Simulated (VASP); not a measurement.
# NaYCl6 (Fm-3m) in VASP: single point with PBE

Aim: the single point of NaYCl6 with PBE.

Program: VASP 6.6.1. These are calculated values, not measurements. Logs are shortened: lines on timing, memory, paths and dates and some standing lists are left out, and cuts for length are marked.

**1. The cell of the first run**

The structure is cubic, space group Fm-3m (No. 225). Conventional cell: a = 9.498 Å, b = 9.498 Å, c = 9.498 Å, α = 90.00°, β = 90.00°, γ = 90.00°. Within 3.1 Å of Na (site symmetry m-3m) lie 6 Cl at 2.37 Å. Y (site symmetry m-3m) has 6 Cl at 2.37 Å within 3.1 Å. Cl (site symmetry 4mm) has 1 Na at 2.37 Å and 1 Y at 2.37 Å within 3.1 Å.

**2. Single point, PBE**

INCAR

```
SYSTEM = NaYCl6
PREC     = Accurate       ! precision mode
ENCUT    = 520            ! plane-wave cutoff, eV
EDIFF    = 1E-6           ! SCF threshold, eV
ISMEAR   = 0              ! smearing method
SIGMA    = 0.1            ! smearing width, eV
LREAL    = .FALSE.        ! projectors in reciprocal space
LASPH    = .TRUE.         ! aspherical terms in the spheres
NELM     = 60             ! most SCF steps
ALGO     = Normal         ! electronic algorithm
ISIF     = 2              ! what is computed and relaxed
LWAVE    = .FALSE.        ! write WAVECAR
LCHARG   = .FALSE.        ! write CHGCAR
GGA      = PE             ! functional
NBANDS   = 40             ! bands
```

KPOINTS

```
Automatic mesh
0
G
  4 4 4
  0 0 0
```

POSCAR

```
NaYCl6
1.0
    0.0000000000      4.7487956500      4.7487956500
    4.7487956500      0.0000000000      4.7487956500
    4.7487956500      4.7487956500      0.0000000000
Na Y Cl
1 1 6
Direct
    0.5000000000      0.5000000000      0.5000000000
    0.0000000000      0.0000000000      0.0000000000
    0.7500000000      0.2500000000      0.2500000000
    0.2500000000      0.7500000000      0.7500000000
    0.2500000000      0.7500000000      0.2500000000
    0.7500000000      0.2500000000      0.7500000000
    0.2500000000      0.2500000000      0.7500000000
    0.7500000000      0.7500000000      0.2500000000
```

Potentials or basis: VASP PAW PBE potentials, release 64 (Na_pv, Y_sv, Cl).

Started as:

```sh
cat potpaw_PBE.64/Na_pv/POTCAR potpaw_PBE.64/Y_sv/POTCAR potpaw_PBE.64/Cl/POTCAR > POTCAR
mpirun -np 1 vasp_std > vasp.out
```

OUTCAR:

```text
SYSTEM = NaYCl6
   PREC = Accurate
   ENCUT = 520
   EDIFF = 1E-6
   ISMEAR = 0
   LREAL = .FALSE.
   LASPH = .TRUE.
   NELM = 60
   ISIF = 2
   GGA = PE

 ion  position               nearest neighbor table
   1  0.500  0.500  0.500-   3 2.37   4 2.37   5 2.37   6 2.37   7 2.37   8 2.37
   2  0.000  0.000  0.000-   3 2.37   4 2.37   5 2.37   6 2.37   7 2.37   8 2.37
   3  0.750  0.250  0.250-   1 2.37   2 2.37
   4  0.250  0.750  0.750-   1 2.37   2 2.37
   5  0.250  0.750  0.250-   1 2.37   2 2.37
   6  0.750  0.250  0.750-   1 2.37   2 2.37
   7  0.250  0.250  0.750-   1 2.37   2 2.37
   8  0.750  0.750  0.250-   1 2.37   2 2.37

  LATTYP: Found a face centered cubic cell.
 ALAT       =     9.4975913000

  Lattice vectors:

 A1 = (   0.0000000000,   4.7487956500,   4.7487956500)
 A2 = (   4.7487956500,   0.0000000000,   4.7487956500)
 A3 = (   4.7487956500,   4.7487956500,   0.0000000000)

Analysis of symmetry for initial positions (statically):
=====================================================================
 Subroutine PRICEL returns:
 Original cell was already a primitive cell.

 Routine SETGRP: Setting up the symmetry group for a
 face centered cubic supercell.

 Subroutine GETGRP returns: Found 48 space group operations
 (whereof 48 operations were pure point group operations)
 out of a pool of 48 trial point group operations.

The static configuration has the point symmetry O_h .

Analysis of symmetry for dynamics (positions and initial velocities):
=====================================================================
 Subroutine PRICEL returns:
 Original cell was already a primitive cell.

 Routine SETGRP: Setting up the symmetry group for a
 face centered cubic supercell.

 Subroutine GETGRP returns: Found 48 space group operations
 (whereof 48 operations were pure point group operations)
 out of a pool of 48 trial point group operations.

The dynamic configuration has the point symmetry O_h .

 Subroutine INISYM returns: Found 48 space group operations
 (whereof 48 operations are pure point group operations),
 and found     1 'primitive' translations

----------------------------------------------------------------------------------------

                                     Primitive cell

  volume of cell :     214.1808

  direct lattice vectors                    reciprocal lattice vectors
     0.000000000  4.748795650  4.748795650    -0.105289854  0.105289854  0.105289854
     4.748795650  0.000000000  4.748795650     0.105289854 -0.105289854  0.105289854
     4.748795650  4.748795650  0.000000000     0.105289854  0.105289854 -0.105289854

  length of vectors
     6.715811213  6.715811213  6.715811213     0.182367376  0.182367376  0.182367376

  position of ions in fractional coordinates (direct lattice)
     0.500000000  0.500000000  0.500000000
     0.000000000  0.000000000  0.000000000
     0.750000000  0.250000000  0.250000000
     0.250000000  0.750000000  0.750000000
     0.250000000  0.750000000  0.250000000
     0.750000000  0.250000000  0.750000000
     0.250000000  0.250000000  0.750000000
     0.750000000  0.750000000  0.250000000

  ion indices of the primitive-cell ions
   primitive index   ion index
                 1           1
                 2           2
                 3           3
                 4           4
                 5           5
                 6           6
                 7           7
                 8           8

----------------------------------------------------------------------------------------

 KPOINTS: Automatic mesh

Automatic generation of k-mesh.
 Grid dimensions read from file:
 generate k-points for:    4    4    4

 Generating k-lattice:

  Cartesian coordinates                     Fractional coordinates (reciprocal lattice)
    -0.026322463  0.026322463  0.026322463     0.250000000  0.000000000  0.000000000
     0.026322463 -0.026322463  0.026322463     0.000000000  0.250000000  0.000000000
     0.026322463  0.026322463 -0.026322463     0.000000000  0.000000000  0.250000000

  Length of vectors
     0.045591844  0.045591844  0.045591844

  Shift w.r.t. Gamma in fractional coordinates (k-lattice)
     0.000000000  0.000000000  0.000000000

 Subroutine IBZKPT returns following result:
 ===========================================

 Found      8 irreducible k-points:

 Following reciprocal coordinates:
            Coordinates               Weight
  0.000000  0.000000  0.000000      1.000000
  0.250000  0.000000  0.000000      8.000000
  0.500000  0.000000  0.000000      4.000000
  0.250000  0.250000  0.000000      6.000000
  0.500000  0.250000  0.000000     24.000000
 -0.250000  0.250000  0.000000     12.000000
  0.500000  0.500000  0.000000      3.000000
 -0.250000  0.500000  0.250000      6.000000
   k-points           NKPTS =      8   k-points in BZ     NKDIM =      8   number of bands    NBANDS=     40
   number of dos      NEDOS =    301   number of ions     NIONS =      8
   total plane-waves  NPLWV = 125000
   dimension x,y,z NGX =    50 NGY =   50 NGZ =   50
   dimension x,y,z NGXF=   100 NGYF=  100 NGZF=  100
   ions per type =               1   1   6
   NGX,Y,Z   is equivalent  to a cutoff of  12.38, 12.38, 12.38 a.u.
   NGXF,Y,Z  is equivalent  to a cutoff of  24.75, 24.75, 24.75 a.u.
 SYSTEM =  NaYCl6
   PREC   = accura    normal or accurate (medium, high low for compatibility)
   ISTART =      0    job   : 0-new  1-cont  2-samecut
   ICHARG =      2    charge: 1-file 2-atom 10-const
   ISPIN  =      1    spin polarized calculation?
   LNONCOLLINEAR =      F non collinear calculations
   LSORBIT =      F    spin-orbit coupling
   LASPH  =      T    aspherical Exc in radial PAW
   ENCUT  =  520.0 eV  38.22 Ry    6.18 a.u.  12.49 12.49 12.49*2*pi/ulx,y,z
   NELM   =     60;   NELMIN=  2; NELMDL= -5     # of ELM steps
   EDIFF  = 0.1E-05   stopping-criterion for ELM
   LREAL  =      F    real-space projection
   EDIFFG = 0.1E-04   stopping-criterion for IOM
   NSW    =      0    number of steps for IOM
   IBRION =     -1    ionic relax: 0-MD 1-quasi-New 2-CG
   NFREE  =      0    steps in history (QN), initial steepest desc. (CG)
   ISIF   =      2    stress and relaxation
   ISYM   =      2    0-nonsym 1-usesym 2-fastsym
   POTIM  = 0.5000    time-step for ionic-motion
   TEBEG  =    0.0;   TEEND  =   0.0 temperature during run
   PSTRESS=    0.0 pullay stress
   NELECT =      60.0000    total number of electrons
   NUPDOWN=      -1.0000    fix difference up-down
   EMIN   =  10.00;   EMAX   =-10.00  energy-range for DOS
   EFERMI =   0.00;   METHOD = LEGACY
   ISMEAR =     0;   SIGMA  =   0.10  broadening in eV -4-tet -1-fermi 0-gaus
   EFERMI_NEDOS =   21; number of points for ismear=-14 and -15
   IALGO  =     38    algorithm
   IMIX   =      4    mixing-type and parameters
     AMIX     =   0.40;   BMIX     =  1.00
     AMIX_MAG =   1.60;   BMIX_MAG =  1.00
  volume/ion in A,a.u.               =      26.77       180.67
  Fermi-wavevector in a.u.,A,eV,Ry     =   1.071187  2.024249 15.611877  1.147441
  Thomas-Fermi vector in A             =   2.206919
   LORBIT       =      0    0 simple, 1 ext, 2 COOP (PROOUT), +10 PAW based schemes
   GGA     = PE    functional components
   LHFCALC =     F    Hartree Fock is set to
   AEXX    =    0.0000 exact exchange contribution
   IVDW    =     0    specifies the selected vdW correction
   LEPSILON=     F    determine dielectric tensor
   LRPA    =     F    only Hartree local field effects (RPA)
 non-spin polarized calculation
 Gauss-broadening in eV      SIGMA  =   0.10
  energy-cutoff  :      520.00
  volume of cell :      214.18
 maximum number of plane-waves:      5786
 NGX is ok and might be reduce to    50
   NGX = 25   NGY = 25   NGZ = 25

 number of electron      59.9999988 magnetization

 Free energy of the ion-electron system (eV)
  ---------------------------------------------------
  ext. energy  EPLUGINS =         0.00000000
  ---------------------------------------------------
  free energy    TOTEN  =       -25.98409619 eV

  energy without entropy =      -25.93365091  energy(sigma->0) =      -25.95887355

 E-fermi :  -0.9820     XC(G=0):  -7.8359

 val. band max:       -1.0175861083   @ k =   0.0000   0.0000   0.0000
 cond. band min:      -0.9116399330   @ k =   0.2500   0.0000   0.0000
 fundamental gap:      0.1059461753
 Fermi energy:        -0.9819704317

 k-point     1 :       0.0000    0.0000    0.0000
  band No.  band energies     occupation
      1     -39.9922      2.00000
      2     -21.2303      2.00000
      3     -21.2303      2.00000
      4     -21.2303      2.00000
      5     -20.5813      2.00000
      6     -20.5813      2.00000
[... 32 lines left out ...]
     39       8.9757      0.00000
     40       8.9804      0.00000

 k-point     2 :       0.2500    0.0000    0.0000
  band No.  band energies     occupation
      1     -39.9922      2.00000
      2     -21.2289      2.00000
      3     -21.2287      2.00000
      4     -21.2287      2.00000
      5     -20.5858      2.00000
      6     -20.5833      2.00000
[... 32 lines left out ...]
     39       8.7876      0.00000
     40       9.2389      0.00000

 k-point     3 :       0.5000    0.0000    0.0000
  band No.  band energies     occupation
      1     -39.9922      2.00000
      2     -21.2274      2.00000
      3     -21.2271      2.00000
      4     -21.2271      2.00000
      5     -20.5904      2.00000
      6     -20.5853      2.00000
[... 165 lines left out ...]
  band No.  band energies     occupation
      1     -39.9922      2.00000
      2     -21.2310      2.00000
      3     -21.2306      2.00000
      4     -21.2306      2.00000
      5     -20.5824      2.00000
      6     -20.5818      2.00000
[... 32 lines left out ...]
     39       8.9913      0.00000
     40       9.3700      0.00000

 k-point     8 :      -0.2500    0.5000    0.2500
  band No.  band energies     occupation
      1     -39.9922      2.00000
      2     -21.2308      2.00000
      3     -21.2308      2.00000
      4     -21.2272      2.00000
      5     -20.5870      2.00000
      6     -20.5821      2.00000
[... 32 lines left out ...]
     39       8.5994      0.00000
     40       8.6620      0.00000

------------------------ aborting loop because EDIFF is reached ----------------------------------------

  FORCE on cell =-STRESS in cart. coord.  units (eV):
  Direction    XX          YY          ZZ          XY          YZ          ZX
  --------------------------------------------------------------------------------------
  -------------------------------------------------------------------------------------
  Total       21.2831381     21.2831381     21.2831381      0.0000000      0.0000000     -0.0000000
  in kB      159.2083371    159.2083371    159.2083371      0.0000000      0.0000000     -0.0000000
  external PRESSURE =     159.2083371 kB  Pullay stress =       0.0000000 kB

 VOLUME and BASIS-vectors are now :
 -----------------------------------------------------------------------------
  energy-cutoff  :      520.00
  volume of cell :      214.18
      direct lattice vectors                 reciprocal lattice vectors
     0.000000000  4.748795650  4.748795650    -0.105289854  0.105289854  0.105289854
     4.748795650  0.000000000  4.748795650     0.105289854 -0.105289854  0.105289854
     4.748795650  4.748795650  0.000000000     0.105289854  0.105289854 -0.105289854

 POSITION                                       TOTAL-FORCE (eV/Angst)
 -----------------------------------------------------------------------------------
      4.74880      4.74880      4.74880        -0.000000     -0.000000      0.000000
      0.00000      0.00000      0.00000         0.000000     -0.000000      0.000000
      2.37440      4.74880      4.74880         1.531651     -0.000000      0.000000
      7.12319      4.74880      4.74880        -1.531651     -0.000000      0.000000
      4.74880      2.37440      4.74880         0.000000      1.531651      0.000000
      4.74880      7.12319      4.74880         0.000000     -1.531651      0.000000
      4.74880      4.74880      2.37440         0.000000     -0.000000      1.531651
      4.74880      4.74880      7.12319         0.000000     -0.000000     -1.531651
 -----------------------------------------------------------------------------------
    total drift:                                0.000000     -0.000000     -0.000000

  FREE ENERGIE OF THE ION-ELECTRON SYSTEM (eV)
  ---------------------------------------------------
  free  energy   TOTEN  =       -25.9840961868 eV

  energy  without entropy=      -25.9336509143  energy(sigma->0) =      -25.95887355
```

Wall time 1.7 min (1 thread of AMD EPYC 7R43 (Zen 3), shared host); peak memory 0.33 GiB.

Results:

```yaml
Free_energy: -25.9841 eV
Pressure: 15.9 GPa
Band_gap_on_the_k_mesh: zero (bands 30 and 31 overlap by 0.41 eV)
```

Levels at points of the mesh, in eV from the Fermi level:
```tsv
k point	band 26	band 27	band 28	band 29	band 30	band 31	band 32	band 33	band 34	band 35
(0.00, 0.00, 0.00)	-0.04	-0.04	-0.04	0.28	0.28	0.28	5.81	5.81	5.81	6.75
(0.50, 0.00, 0.00)	-0.26	-0.26	-0.26	-0.16	-0.13	-0.13	6.10	6.39	6.39	8.37
(0.50, 0.50, 0.00)	-0.95	-0.94	-0.83	-0.19	-0.19	0.27	5.90	6.84	6.84	8.30
```

Caveat: the cell stands under pressure.

The gap in the log of VASP goes by the Fermi energy; the results here count the filled bands.